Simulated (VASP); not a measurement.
Wanted: the native input for a VASP 6.6.1 run.

```
Task                   : single point
Functional             : PBE
Potentials or basis    : VASP PAW PBE potentials, release 64 (Na_pv, F)
Cutoff                 : 520 eV
k mesh                 : 10 × 10 × 10
Occupations            : gaussian, width 0.02 eV
Spin                   : no spin polarisation
Dipole correction      : no
Further INCAR settings : ALGO = Normal; EDIFF = 1e-07; NBANDS = 14
```

The structure of NaF lies in POSCAR:

```
NaF
1.0
    0.0000000000      1.9525117146      1.9525117146
    1.9525117146      0.0000000000      1.9525117146
    1.9525117146      1.9525117146      0.0000000000
Na F
1 1
Direct
    0.0000000000      0.0000000000      0.0000000000
    0.5000000000      0.5000000000      0.5000000000
```

The input as run:

INCAR

```
SYSTEM = NaF
PREC = Accurate ; ENCUT = 520
EDIFF = 1E-7 ; ISMEAR = 0
SIGMA = 0.02 ; LREAL = .FALSE.
LASPH = .TRUE. ; NELM = 80
ALGO = Normal ; ISIF = 2
LWAVE = .FALSE. ; LCHARG = .FALSE.
GGA = PE ; NBANDS = 14
```

KPOINTS

```
Automatic mesh
0
G
  10 10 10
  0 0 0
```

Potentials or basis: VASP PAW PBE potentials, release 64 (Na_pv, F).

Launch:

```sh
$ cat potpaw_PBE.64/Na_pv/POTCAR potpaw_PBE.64/F/POTCAR > POTCAR
$ mpirun -np 1 vasp_std > vasp.out
```

Results of the run:

```yaml
Pressure: 92.6 GPa
Band_gap_on_the_k_mesh: 10.21 eV, direct
```

Run time: 6.8 s on 1 thread of Intel(R) Xeon(R) Platinum 8488C (Sapphire Rapids), on a shared host, peak memory 0.13 GiB.
